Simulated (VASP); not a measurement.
# Au (I4/mmm) in VASP: notebook

Au is run at these levels: PBEsol; tasks: single point.

Program: VASP 6.6.1. These are calculated values, not measurements. Logs are shortened: lines on timing, memory, paths and dates and some standing lists are left out, and cuts for length are marked.

## 1. The cell of the first run

The structure is tetragonal, space group I4/mmm (No. 139). The conventional cell has a = 3.364 Å, b = 3.364 Å, c = 3.315 Å, α = 90.00°, β = 90.00°, γ = 90.00°. Au (site symmetry 4/mmm) has 14 Au at 2.90 to 3.36 Å within 3.8 Å.

## 2. Single point, PBEsol (strain +0.015 along x and y, +0.000 along z)

INCAR reads:

```
PREC = Accurate ; ENCUT = 520
EDIFF = 1E-6 ; ISMEAR = 0
SIGMA = 0.15 ; LREAL = F
LASPH = T ; NELM = 80
ALGO = Normal ; ISIF = 2
LWAVE = F ; LCHARG = F
GGA = PS ; NBANDS = 12
```

KPOINTS reads:

```
Automatic mesh
0
Gamma
  20 20 20
```

POSCAR reads:

```
Au
1.0
   -1.6821280350      1.6821280350      1.6572690000
    1.6821280350     -1.6821280350      1.6572690000
    1.6821280350      1.6821280350     -1.6572690000
Au
1
Direct
    0.0000000000      0.0000000000      0.0000000000
```

Potentials or basis: VASP PAW PBE potentials, release 64 (Au).

Started as:

```
$ cat potpaw_PBE.64/Au/POTCAR > POTCAR
$ mpirun -np 1 vasp_std > vasp.out
```

OUTCAR:

```text
PREC = Accurate
   ENCUT = 520
   EDIFF = 1E-6
   ISMEAR = 0
   LREAL = F
   LASPH = T
   NELM = 80
   ISIF = 2
   GGA = PS

 ion  position               nearest neighbor table
   1  0.000  0.000  0.000-

  LATTYP: Found a body centered tetragonal cell.
 ALAT       =     3.3642560700
 C/A-ratio  =     0.9852216749

  Lattice vectors:

 A1 = (  -1.6821280350,   1.6821280350,   1.6572690000)
 A2 = (   1.6821280350,  -1.6821280350,   1.6572690000)
 A3 = (   1.6821280350,   1.6821280350,  -1.6572690000)

Analysis of symmetry for initial positions (statically):
=====================================================================
 Subroutine PRICEL returns:
 Original cell was already a primitive cell.

 Routine SETGRP: Setting up the symmetry group for a
 body centered tetragonal supercell.

 Subroutine GETGRP returns: Found 16 space group operations
 (whereof 16 operations were pure point group operations)
 out of a pool of 16 trial point group operations.

The static configuration has the point symmetry D_4h.

Analysis of symmetry for dynamics (positions and initial velocities):
=====================================================================
 Subroutine PRICEL returns:
 Original cell was already a primitive cell.

 Routine SETGRP: Setting up the symmetry group for a
 body centered tetragonal supercell.

 Subroutine GETGRP returns: Found 16 space group operations
 (whereof 16 operations were pure point group operations)
 out of a pool of 16 trial point group operations.

The dynamic configuration has the point symmetry D_4h.

 Subroutine INISYM returns: Found 16 space group operations
 (whereof 16 operations are pure point group operations),
 and found     1 'primitive' translations

----------------------------------------------------------------------------------------

                                     Primitive cell

  volume of cell :      18.7573

  direct lattice vectors                    reciprocal lattice vectors
    -1.682128035  1.682128035  1.657269000     0.000000000  0.297242534  0.301701172
     1.682128035 -1.682128035  1.657269000     0.297242534  0.000000000  0.301701172
     1.682128035  1.682128035 -1.657269000     0.297242534  0.297242534  0.000000000

  length of vectors
     2.899249901  2.899249901  2.899249901     0.423528891  0.423528891  0.420364423

  position of ions in fractional coordinates (direct lattice)
     0.000000000  0.000000000  0.000000000

  ion indices of the primitive-cell ions
   primitive index   ion index
                 1           1

----------------------------------------------------------------------------------------

 KPOINTS: Automatic mesh

Automatic generation of k-mesh.
 Grid dimensions read from file:
 generate k-points for:   20   20   20

 Generating k-lattice:

  Cartesian coordinates                     Fractional coordinates (reciprocal lattice)
     0.000000000  0.014862127  0.015085059     0.050000000  0.000000000 -0.000000000
     0.014862127  0.000000000  0.015085059     0.000000000  0.050000000 -0.000000000
     0.014862127  0.014862127  0.000000000     0.000000000  0.000000000  0.050000000

  Length of vectors
     0.021176445  0.021176445  0.021018221

  Shift w.r.t. Gamma in fractional coordinates (k-lattice)
     0.000000000  0.000000000  0.000000000

 Subroutine IBZKPT returns following result:
 ===========================================

 Found    641 irreducible k-points:

 Following reciprocal coordinates:
            Coordinates               Weight
  0.000000  0.000000  0.000000      1.000000
  0.050000 -0.000000  0.000000      8.000000
  0.100000 -0.000000  0.000000      8.000000
  0.150000  0.000000 -0.000000      8.000000
  0.200000 -0.000000  0.000000      8.000000
  0.250000  0.000000  0.000000      8.000000
[... 16 lines left out ...]
 -0.400000  0.050000  0.000000     16.000000
 -0.350000  0.050000  0.000000     16.000000
 [... further k-points ...]
   k-points           NKPTS =    641   k-points in BZ     NKDIM =    641   number of bands    NBANDS=     12
   number of dos      NEDOS =    301   number of ions     NIONS =      1
   total plane-waves  NPLWV =  13824
   dimension x,y,z NGX =    24 NGY =   24 NGZ =   24
   dimension x,y,z NGXF=    48 NGYF=   48 NGZF=   48
   ions per type =               1
   NGX,Y,Z   is equivalent  to a cutoff of  13.76, 13.76, 13.76 a.u.
   NGXF,Y,Z  is equivalent  to a cutoff of  27.52, 27.52, 27.52 a.u.
 SYSTEM =  unknown system
   PREC   = accura    normal or accurate (medium, high low for compatibility)
   ISTART =      0    job   : 0-new  1-cont  2-samecut
   ICHARG =      2    charge: 1-file 2-atom 10-const
   ISPIN  =      1    spin polarized calculation?
   LNONCOLLINEAR =      F non collinear calculations
   LSORBIT =      F    spin-orbit coupling
   LASPH  =      T    aspherical Exc in radial PAW
   ENCUT  =  520.0 eV  38.22 Ry    6.18 a.u.   5.39  5.39  5.39*2*pi/ulx,y,z
   NELM   =     80;   NELMIN=  2; NELMDL= -5     # of ELM steps
   EDIFF  = 0.1E-05   stopping-criterion for ELM
   LREAL  =      F    real-space projection
   EDIFFG = 0.1E-04   stopping-criterion for IOM
   NSW    =      0    number of steps for IOM
   IBRION =     -1    ionic relax: 0-MD 1-quasi-New 2-CG
   NFREE  =      0    steps in history (QN), initial steepest desc. (CG)
   ISIF   =      2    stress and relaxation
   ISYM   =      2    0-nonsym 1-usesym 2-fastsym
   POTIM  = 0.5000    time-step for ionic-motion
   TEBEG  =    0.0;   TEEND  =   0.0 temperature during run
   PSTRESS=    0.0 pullay stress
   NELECT =      11.0000    total number of electrons
   NUPDOWN=      -1.0000    fix difference up-down
   EMIN   =  10.00;   EMAX   =-10.00  energy-range for DOS
   EFERMI =   0.00;   METHOD = LEGACY
   ISMEAR =     0;   SIGMA  =   0.15  broadening in eV -4-tet -1-fermi 0-gaus
   EFERMI_NEDOS =   21; number of points for ismear=-14 and -15
   IALGO  =     38    algorithm
   IMIX   =      4    mixing-type and parameters
     AMIX     =   0.40;   BMIX     =  1.00
     AMIX_MAG =   1.60;   BMIX_MAG =  1.00
  volume/ion in A,a.u.               =      18.76       126.58
  Fermi-wavevector in a.u.,A,eV,Ry     =   1.370299  2.589490 25.547925  1.877720
  Thomas-Fermi vector in A             =   2.496098
   LORBIT       =      0    0 simple, 1 ext, 2 COOP (PROOUT), +10 PAW based schemes
   GGA     = PS    functional components
   LHFCALC =     F    Hartree Fock is set to
   AEXX    =    0.0000 exact exchange contribution
   IVDW    =     0    specifies the selected vdW correction
   LEPSILON=     F    determine dielectric tensor
   LRPA    =     F    only Hartree local field effects (RPA)
 non-spin polarized calculation
 Gauss-broadening in eV      SIGMA  =   0.15
  energy-cutoff  :      520.00
  volume of cell :       18.76
 maximum number of plane-waves:       531
 NGX is ok and might be reduce to    24
   NGX = 11   NGY = 11   NGZ = 11

 number of electron      11.0000000 magnetization

 Free energy of the ion-electron system (eV)
  ---------------------------------------------------
  ext. energy  EPLUGINS =         0.00000000
  ---------------------------------------------------
  free energy    TOTEN  =        -3.82906704 eV

  energy without entropy =       -3.82567282  energy(sigma->0) =       -3.82736993

 E-fermi :   7.7912     XC(G=0): -12.3255

 val. band max:        7.7645466615   @ k =   0.4000   0.0500   0.0500
 cond. band min:       7.8013139062   @ k =  -0.2000  -0.4000   0.2000
 fundamental gap:      0.0367672447
 Fermi energy:         7.7911696599

 k-point     1 :       0.0000    0.0000    0.0000
  band No.  band energies     occupation
      1      -1.1759      2.00000
      2       3.3441      2.00000
      3       3.4294      2.00000
      4       3.4294      2.00000
      5       5.0204      2.00000
      6       5.1189      2.00000
      7      24.1227      0.00000
      8      24.1227      0.00000
      9      24.3759      0.00000
     10      30.2199      0.00000
     11      30.2199      0.00000
     12      30.6459      0.00000

 k-point     2 :       0.0500   -0.0000    0.0000
  band No.  band energies     occupation
      1      -1.0904      2.00000
      2       3.3439      2.00000
      3       3.4316      2.00000
      4       3.4609      2.00000
      5       5.0139      2.00000
      6       5.0979      2.00000
      7      24.1177      0.00000
      8      24.2240      0.00000
      9      24.3547      0.00000
     10      29.2999      0.00000
     11      29.6317      0.00000
     12      29.8985      0.00000

 k-point     3 :       0.1000   -0.0000    0.0000
  band No.  band energies     occupation
      1      -0.8388      2.00000
      2       3.2830      2.00000
      3       3.4360      2.00000
      4       3.6166      2.00000
      5       4.9713      2.00000
      6       5.0717      2.00000
      7      23.9328      0.00000
      8      24.2362      0.00000
      9      24.5201      0.00000
     10      27.8938      0.00000
     11      28.4396      0.00000
     12      29.0331      0.00000

 k-point     4 :       0.1500    0.0000   -0.0000
  band No.  band energies     occupation
      1      -0.4378      2.00000
      2       3.1734      2.00000
      3       3.4411      2.00000
      4       3.8857      2.00000
      5       4.8931      2.00000
      6       5.0754      2.00000
      7      23.0151      0.00000
      8      23.9046      0.00000
      9      24.9878      0.00000
     10      26.9144      0.00000
     11      27.8249      0.00000
     12      27.9089      0.00000

 k-point     5 :       0.2000   -0.0000    0.0000
  band No.  band energies     occupation
      1       0.0744      2.00000
      2       3.0364      2.00000
      3       3.4652      2.00000
      4       4.2464      2.00000
      5       4.8349      2.00000
      6       5.0940      2.00000
      7      21.2939      0.00000
      8      23.2382      0.00000
      9      25.5842      0.00000
     10      26.4604      0.00000
     11      26.6946      0.00000
     12      28.1029      0.00000
[... 228 lines left out ...]
      1       1.3843      2.00000
      2       2.4599      2.00000
      3       4.9552      2.00000
      4       5.1707      2.00000
      5       6.1109      2.00000
      6       7.6710      1.74277
      7      11.0491      0.00000
      8      19.8801      0.00000
      9      20.6714      0.00000
     10      28.2189      0.00000
     11      28.7164      0.00000
     12      30.3081      0.00000

 k-point    22 :      -0.4500    0.0500   -0.0000
  band No.  band energies     occupation
      1       1.3934      2.00000
      2       2.5013      2.00000
      3       4.9050      2.00000
      4       5.1330      2.00000
      5       5.7931      2.00000
      6       6.8226      2.00000
      7      12.3929      0.00000
      8      20.0981      0.00000
      9      21.0413      0.00000
     10      28.0419      0.00000
     11      28.5164      0.00000
     12      30.6035      0.00000

 k-point    23 :      -0.4000    0.0500    0.0000
  band No.  band energies     occupation
      1       1.3749      2.00000
      2       2.5809      2.00000
      3       4.6724      2.00000
      4       5.0292      2.00000
      5       5.3186      2.00000
      6       6.0986      2.00000
      7      14.1806      0.00000
      8      20.5181      0.00000
      9      21.7367      0.00000
     10      27.7107      0.00000
     11      28.1966      0.00000
     12      30.9547      0.00000

 k-point    24 :      -0.3500    0.0500    0.0000
  band No.  band energies     occupation
      1       1.2453      2.00000
      2       2.6925      2.00000
      3       4.0817      2.00000
      4       4.8887      2.00000
      5       5.1867      2.00000
      6       5.5407      2.00000
      7      16.1540      0.00000
      8      21.1142      0.00000
      9      22.6730      0.00000
     10      27.1986      0.00000
     11      27.9093      0.00000
     12      30.4526      0.00000

 [... further k-points ...]
[... 5 lines left out ...]
  --------------------------------------------------------------------------------------
  -------------------------------------------------------------------------------------
  Total       -1.4837577     -1.4837577     -1.4917537      0.0000000      0.0000000      0.0000000
  in kB     -126.7367239   -126.7367239   -127.4197069      0.0000000      0.0000000      0.0000000
  external PRESSURE =    -126.9643849 kB  Pullay stress =       0.0000000 kB

 VOLUME and BASIS-vectors are now :
 -----------------------------------------------------------------------------
  energy-cutoff  :      520.00
  volume of cell :       18.76
      direct lattice vectors                 reciprocal lattice vectors
    -1.682128035  1.682128035  1.657269000     0.000000000  0.297242534  0.301701172
     1.682128035 -1.682128035  1.657269000     0.297242534  0.000000000  0.301701172
     1.682128035  1.682128035 -1.657269000     0.297242534  0.297242534  0.000000000

 POSITION                                       TOTAL-FORCE (eV/Angst)
 -----------------------------------------------------------------------------------
      0.00000      0.00000      0.00000         0.000000     -0.000000     -0.000000
 -----------------------------------------------------------------------------------
    total drift:                               -0.000000      0.000000      0.000000

  FREE ENERGIE OF THE ION-ELECTRON SYSTEM (eV)
  ---------------------------------------------------
  free  energy   TOTEN  =        -3.8290670380 eV

  energy  without entropy=       -3.8256728246  energy(sigma->0) =       -3.82736993
```

It used 200 s of CPU time on 1 thread of AMD EPYC 7R13 Processor (Zen 3), on a shared host.

What came out:

```
Free energy : -3.8291 eV
Pressure    : -12.7 GPa
```

Caveat: the cell differs from its parent crystal (strain +0.015 along x and y, +0.000 along z); the PAW data sets were made with another functional, which shifts forces and pressure a little; spin-orbit coupling is left out, which moves the levels of the heavy elements.

## 3. Single point, PBEsol (strain -0.030 along x and y, +0.030 along z)

INCAR reads:

```
SYSTEM = Au
ALGO = Fast
EDIFF = 1E-7
ENCUT = 520
GGA = PS
ISIF = 2
ISMEAR = 0
LASPH = .TRUE.
LCHARG = .FALSE.
LREAL = .FALSE.
LWAVE = .FALSE.
NBANDS = 12
NELM = 60
PREC = Accurate
SIGMA = 0.15
```

KPOINTS reads:

```
k-points
0
G
  20 20 20
  0 0 0
```

POSCAR reads:

```
Au
1.0
   -1.6075509300      1.6075509300      1.7069870700
    1.6075509300     -1.6075509300      1.7069870700
    1.6075509300      1.6075509300     -1.7069870700
Au
1
Direct
    0.0000000000      0.0000000000      0.0000000000
```

Potentials or basis: VASP PAW PBE potentials, release 64 (Au).

Started as:

```
$ cat potpaw_PBE.64/Au/POTCAR > POTCAR
$ mpirun -np 1 vasp_std > vasp.out
```

Run time: 63 s. Hardware: 1 thread of Intel Xeon Platinum 8375C at 2.90GHz (Ice Lake), shared host; peak memory 0.25 GiB.

Results (log left out):

```yaml
Free_energy: -3.8946 eV
Pressure: -5.6 GPa
```

Stress tensor (GPa, compression positive):
```
-5.73  0.00  0.00
 0.00 -5.73  0.00
 0.00  0.00 -5.35
```

Levels at points of the mesh, in eV from the Fermi level:
```tsv
k point	band 2	band 3	band 4	band 5	band 6	band 7	band 8	band 9	band 10	band 11
(0.00, 0.00, 0.00)	-4.80	-4.80	-4.44	-3.09	-2.68	15.83	16.80	16.80	22.42	24.36
(0.50, 0.00, 0.00)	-5.59	-3.25	-2.63	-1.45	-0.68	3.18	12.60	14.08	21.92	22.00
(0.50, 0.50, 0.00)	-5.99	-2.71	-2.52	-1.36	-0.34	3.65	11.76	12.74	20.12	21.17
(0.50, 0.50, 0.50)	-6.54	-1.84	-1.72	-1.72	5.09	6.77	6.77	9.09	15.16	16.22
```

Caveat: the cell differs from its parent crystal (strain -0.030 along x and y, +0.030 along z); the PAW data sets were made with another functional, which shifts forces and pressure a little; spin-orbit coupling is left out, which moves the levels of the heavy elements.

## 4. Single point, PBEsol (strain +0.000 along x and y, -0.030 along z)

Edit INCAR of step 3 so:

```diff
@@ -12,3 +12,3 @@
 NBANDS = 12
-NELM = 60
+NELM = 100
 PREC = Accurate
```

KPOINTS is that of step 3.

POSCAR reads:

```
Au
1.0
   -1.6572690000      1.6572690000      1.6075509300
    1.6572690000     -1.6572690000      1.6075509300
    1.6572690000      1.6572690000     -1.6075509300
Au
1
Direct
    0.0000000000      0.0000000000      0.0000000000
```

Started as:

```
$ cat potpaw_PBE.64/Au/POTCAR > POTCAR
$ mpirun -np 1 vasp_std > vasp.out
```

It took 66 s on 1 thread of Intel Xeon Platinum 8375C at 2.90GHz (Ice Lake), shared host; peak memory 0.25 GiB.

Results (log left out):

```
Free energy : -3.8935 eV
Pressure    : -5.8 GPa
```

Stress tensor (GPa, compression positive):
```
-5.71  0.00  0.00
 0.00 -5.71  0.00
 0.00  0.00 -5.85
```

Levels at points of the mesh, in eV from the Fermi level:
```csv
k point,band 3,band 4,band 5,band 6,band 7,band 8,band 9,band 10
"(0.00, 0.00, 0.00)",-4.63,-4.63,-2.98,-2.75,16.28,16.28,16.83,23.32
"(0.50, 0.00, 0.00)",-2.96,-2.59,-1.39,-0.51,3.41,12.16,13.37,20.97
"(0.50, 0.50, 0.00)",-3.16,-2.73,-1.43,-0.68,3.16,12.59,14.07,21.91
"(0.50, 0.50, 0.50)",-1.79,-1.79,-1.72,5.90,5.90,6.78,9.21,15.28
```

Caveat: the cell differs from its parent crystal (strain +0.000 along x and y, -0.030 along z); the PAW data sets were made with another functional, which shifts forces and pressure a little; spin-orbit coupling is left out, which moves the levels of the heavy elements.

(Part 1 of 2 ends here.)
